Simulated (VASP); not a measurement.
# MgB2 (P6/mmm) in VASP: phonons with r2SCAN

Aim: the phonons of MgB2 with r2SCAN.

Program: VASP 6.6.1. These are calculated values, not measurements. Logs are shortened: lines on timing, memory, paths and dates and some standing lists are left out, and cuts for length are marked.

## Step 1: The cell of the first run

It takes space group P6/mmm (No. 191, hexagonal). The conventional cell has a = 3.069 Å, b = 3.069 Å, c = 3.513 Å, α = 90.00°, β = 90.00°, γ = 120.00°. Mg (site symmetry 6/mmm) has 12 B at 2.49 Å and 6 Mg at 3.07 Å within 3.3 Å. B (site symmetry -6m2) has 3 B at 1.77 Å and 6 Mg at 2.49 Å within 2.5 Å.

## Step 2: Phonons, r2SCAN

The input, INCAR:

```
ALGO = Normal
EDIFF = 1E-8
ENCUT = 520
IBRION = 6
ISIF = 2
ISMEAR = -1
LASPH = T
LCHARG = F
LMIXTAU = T
LREAL = F
LUSENCCL = F
LWAVE = F
METAGGA = R2SCAN
NELM = 60
NFREE = 2
NSW = 1
POTIM = 0.015
PREC = Accurate
SIGMA = 0.15
```

The input, KPOINTS:

```
k-points
0
Gamma
  15 15 12
```

The input, POSCAR:

```
MgB2
1.0
    3.0686969421      0.0000000000      0.0000000000
   -1.5343484710      2.6575695083      0.0000000000
    0.0000000000      0.0000000000      3.5129910970
Mg B
1 2
Direct
    0.0000000000      0.0000000000      0.0000000000
    0.3333333333      0.6666666667      0.5000000000
    0.6666666667      0.3333333333      0.5000000000
```

Potentials or basis: VASP PAW PBE potentials, release 64 (Mg, B).

Command:

```sh
cat potpaw_PBE.64/Mg/POTCAR potpaw_PBE.64/B/POTCAR > POTCAR
mpirun -np 1 vasp_std > vasp.out
```

OUTCAR:

```text
EDIFF = 1E-8
   ENCUT = 520
   IBRION = 6
   ISIF = 2
   ISMEAR = -1
   LASPH = T
   LREAL = F
   METAGGA = R2SCAN
   NELM = 60
   NFREE = 2
   NSW = 1
   POTIM = 0.015
   PREC = Accurate

 ion  position               nearest neighbor table
   1  0.000  0.000  0.000-   2 2.49   3 2.49   2 2.49   3 2.49   2 2.49   2 2.49   3 2.49   3 2.49
                             3 2.49   3 2.49   2 2.49   2 2.49
   2  0.333  0.667  0.500-   3 1.77   3 1.77   3 1.77   1 2.49   1 2.49   1 2.49   1 2.49   1 2.49
                             1 2.49
   3  0.667  0.333  0.500-   2 1.77   2 1.77   2 1.77   1 2.49   1 2.49   1 2.49   1 2.49   1 2.49
                             1 2.49

  LATTYP: Found a hexagonal cell.
 ALAT       =     3.0686969421
 C/A-ratio  =     1.1447826759

  Lattice vectors:

 A1 = (   3.0686969421,   0.0000000000,   0.0000000000)
 A2 = (  -1.5343484710,   2.6575695083,   0.0000000000)
 A3 = (   0.0000000000,   0.0000000000,   3.5129910970)

Analysis of symmetry for initial positions (statically):
=====================================================================
 Subroutine PRICEL returns:
 Original cell was already a primitive cell.

 Routine SETGRP: Setting up the symmetry group for a
 hexagonal supercell.

 Subroutine GETGRP returns: Found 24 space group operations
 (whereof 24 operations were pure point group operations)
 out of a pool of 24 trial point group operations.

The static configuration has the point symmetry D_6h.

Analysis of symmetry for dynamics (positions and initial velocities):
=====================================================================
 Subroutine PRICEL returns:
 Original cell was already a primitive cell.

 Routine SETGRP: Setting up the symmetry group for a
 hexagonal supercell.

 Subroutine GETGRP returns: Found 24 space group operations
 (whereof 24 operations were pure point group operations)
 out of a pool of 24 trial point group operations.

The dynamic configuration has the point symmetry D_6h.

 Subroutine INISYM returns: Found 24 space group operations
 (whereof 24 operations are pure point group operations),
 and found     1 'primitive' translations

----------------------------------------------------------------------------------------

                                     Primitive cell

  volume of cell :      28.6494

  direct lattice vectors                    reciprocal lattice vectors
     3.068696942  0.000000000  0.000000000     0.325871215  0.188141834 -0.000000000
    -1.534348471  2.657569508  0.000000000     0.000000000  0.376283667  0.000000000
     0.000000000  0.000000000  3.512991097     0.000000000 -0.000000000  0.284657710

  length of vectors
     3.068696942  3.068696942  3.512991097     0.376283667  0.376283667  0.284657710

  position of ions in fractional coordinates (direct lattice)
     0.000000000  0.000000000  0.000000000
     0.333333333  0.666666667  0.500000000
     0.666666667  0.333333333  0.500000000

  ion indices of the primitive-cell ions
   primitive index   ion index
                 1           1
                 2           2
                 3           3

----------------------------------------------------------------------------------------

 KPOINTS: k-points

Automatic generation of k-mesh.
 Grid dimensions read from file:
 generate k-points for:   15   15   12

 Generating k-lattice:

[... 60 lines left out ...]
   NELM   =     60;   NELMIN=  2; NELMDL= -5     # of ELM steps
   EDIFF  = 0.1E-07   stopping-criterion for ELM
   LREAL  =      F    real-space projection
   EDIFFG = 0.1E-06   stopping-criterion for IOM
   NSW    =     73    number of steps for IOM
   IBRION =      6    ionic relax: 0-MD 1-quasi-New 2-CG
   NFREE  =      2    steps in history (QN), initial steepest desc. (CG)
   ISIF   =      2    stress and relaxation
   ISYM   =      2    0-nonsym 1-usesym 2-fastsym
   POTIM  = 0.0150    time-step for ionic-motion
   TEBEG  =    0.0;   TEEND  =   0.0 temperature during run
   PSTRESS=    0.0 pullay stress
   NELECT =       8.0000    total number of electrons
   NUPDOWN=      -1.0000    fix difference up-down
   EMIN   =  10.00;   EMAX   =-10.00  energy-range for DOS
   EFERMI =   0.00;   METHOD = LEGACY
   ISMEAR =    -1;   SIGMA  =   0.15  broadening in eV -4-tet -1-fermi 0-gaus
   EFERMI_NEDOS =   21; number of points for ismear=-14 and -15
   IALGO  =     38    algorithm
   IMIX   =      4    mixing-type and parameters
     AMIX     =   0.40;   BMIX     =  1.00
     AMIX_MAG =   1.60;   BMIX_MAG =  1.00
  volume/ion in A,a.u.               =       9.55        64.45
  Fermi-wavevector in a.u.,A,eV,Ry     =   1.070039  2.022080 15.578445  1.144983
  Thomas-Fermi vector in A             =   2.205737
   LORBIT       =      0    0 simple, 1 ext, 2 COOP (PROOUT), +10 PAW based schemes
   METAGGA = R2SCAN    functional components
   LHFCALC =     F    Hartree Fock is set to
   AEXX    =    0.0000 exact exchange contribution
   IVDW    =     0    specifies the selected vdW correction
   LEPSILON=     F    determine dielectric tensor
   LRPA    =     F    only Hartree local field effects (RPA)
 finite differences with symmetry
 non-spin polarized calculation
  energy-cutoff  :      520.00
  volume of cell :       28.65
 maximum number of plane-waves:       784
 NGX is ok and might be reduce to    24
   NGX = 11   NGY = 11   NGZ = 13

--------------------------------------- Ionic step        1  -------------------------------------------

 number of electron       8.0000000 magnetization

 Free energy of the ion-electron system (eV)
  ---------------------------------------------------
  ext. energy  EPLUGINS =         0.00000000
  ---------------------------------------------------
  free energy    TOTEN  =       -19.42806449 eV

  energy without entropy =      -19.38177061  energy(sigma->0) =      -19.40491755

------------------------ aborting loop because EDIFF is reached ----------------------------------------

  FORCE on cell =-STRESS in cart. coord.  units (eV):
  Direction    XX          YY          ZZ          XY          YZ          ZX
  --------------------------------------------------------------------------------------
  -------------------------------------------------------------------------------------
  Total       -0.0531817     -0.0531817     -0.1164645     -0.0000000      0.0000000      0.0000000
  in kB       -2.9741114     -2.9741114     -6.5131133     -0.0000000      0.0000000      0.0000000
  external PRESSURE =      -4.1537787 kB  Pullay stress =       0.0000000 kB
[... 283 lines left out ...]
--------------------------------------- Ionic step        9  -------------------------------------------

 number of electron       8.0000000 magnetization

 Free energy of the ion-electron system (eV)
  ---------------------------------------------------
  ext. energy  EPLUGINS =         0.00000000
  ---------------------------------------------------
  free energy    TOTEN  =       -19.42675889 eV

  energy without entropy =      -19.38045870  energy(sigma->0) =      -19.40360880

 E-fermi :   5.3762     XC(G=0): -11.5831

 val. band max:        5.3640941010   @ k =  -0.0000   0.0667   0.0833
 cond. band min:       5.3833204564   @ k =   0.4000   0.0000   0.5000
 fundamental gap:      0.0192263555
 Fermi energy:         5.3761715190

 k-point     1 :       0.0000    0.0000    0.0000
  band No.  band energies     occupation
      1      -7.9339      2.00000
      2       2.1870      2.00000
      3       5.7768      0.12941
      4       5.7768      0.12941
      5       7.3338      0.00000
      6      12.0711      0.00000
      7      12.0711      0.00000
      8      14.0369      0.00000
[... 243 lines left out ...]
 k-point    24 :       0.4000    0.2000    0.0000
  band No.  band energies     occupation
      1      -3.3558      2.00000
      2      -2.5245      2.00000
      3       0.6707      2.00000
      4       6.1733      0.00979
      5       8.2858      0.00000
      6      11.5108      0.00000
      7      11.7830      0.00000
      8      14.3776      0.00000

 [... further k-points ...]
[... 5 lines left out ...]
  --------------------------------------------------------------------------------------
  -------------------------------------------------------------------------------------
  Total       -0.0516934     -0.0516934     -0.1160504     -0.0000000      0.0000000      0.0000000
  in kB       -2.8908771     -2.8908771     -6.4899514     -0.0000000      0.0000000      0.0000000
  external PRESSURE =      -4.0905685 kB  Pullay stress =       0.0000000 kB
[... 18 lines left out ...]
  FREE ENERGIE OF THE ION-ELECTRON SYSTEM (eV)
  ---------------------------------------------------
  free  energy   TOTEN  =       -19.4267588921 eV

  energy  without entropy=      -19.3804587021  energy(sigma->0) =      -19.40360880

 INTERNAL STRAIN TENSORS FROM DISPLACED ATOMS
 ============================================

 INTERNAL STRAIN TENSOR FOR ION    1 for displacements in x,y,z  (eV/Angst):
          X           Y           Z          XY          YZ          ZX
  --------------------------------------------------------------------------------
  x     0.00000     0.00000     0.00000     0.00000     0.00000     0.00000
  y     0.00000     0.00000     0.00000     0.00000     0.00000     0.00000
  z     0.00000     0.00000     0.00000     0.00000     0.00000     0.00000

 INTERNAL STRAIN TENSOR FOR ION    3 for displacements in x,y,z  (eV/Angst):
          X           Y           Z          XY          YZ          ZX
  --------------------------------------------------------------------------------
  x     0.00000    -0.00000     0.00000     2.74792     0.00000     0.00000
  y     2.74792    -2.74792     0.00000    -0.00000     0.00000     0.00000
  z     0.00000     0.00000     0.00000     0.00000     0.00000    -0.00000

 Eigenvectors and eigenvalues of the dynamical matrix
 ----------------------------------------------------

   1 f  =   21.166038 THz   132.990141 2PiTHz  706.023041 cm-1    87.535661 meV
             X         Y         Z           dx          dy          dz
      0.000000  0.000000  0.000000     0.000000   -0.000000    0.000000
     -0.000000  1.771713  1.756496     0.000000   -0.000000   -0.707107
      1.534348  0.885857  1.756496    -0.000000    0.000000    0.707107
[... 43 lines left out ...]
   9 f/i=    0.016038 THz     0.100767 2PiTHz    0.534954 cm-1     0.066326 meV
             X         Y         Z           dx          dy          dz
      0.000000  0.000000  0.000000     0.000000   -0.000000    0.728381
     -0.000000  1.771713  1.756496     0.000000   -0.000000    0.484490
      1.534348  0.885857  1.756496     0.000000   -0.000000    0.484490

 ELASTIC MODULI CONTR FROM IONIC RELAXATION (kBar)
 Direction    XX          YY          ZZ          XY          YZ          ZX
 --------------------------------------------------------------------------------
 XX         -62.6049     62.6049     -0.0000     -0.0000      0.0000     -0.0000
 YY          62.6049    -62.6049      0.0000     -0.0000     -0.0000      0.0000
 ZZ          -0.0000      0.0000     -0.0000     -0.0000     -0.0000      0.0000
 XY          -0.0000     -0.0000     -0.0000    -62.6049     -0.0000      0.0000
 YZ           0.0000     -0.0000     -0.0000     -0.0000     -0.0000      0.0000
 ZX          -0.0000      0.0000      0.0000      0.0000      0.0000     -0.0000
 --------------------------------------------------------------------------------
```

Run time: 24 min. Hardware: 1 × NVIDIA H100 80GB with 1 thread of AMD EPYC 7R13 (Zen 3), shared host; peak memory 1.6 GiB.

What came out:

- Highest phonon frequency at Γ: 706 cm⁻¹

Phonon frequencies in cm⁻¹ (negative: imaginary):
```
              q point                     frequencies
(0.000, 0.000, 0.000)  -1 0 0 341 341 402 583 583 706
```

Caveat: the PAW data sets were made with another functional, which shifts forces and pressure a little.
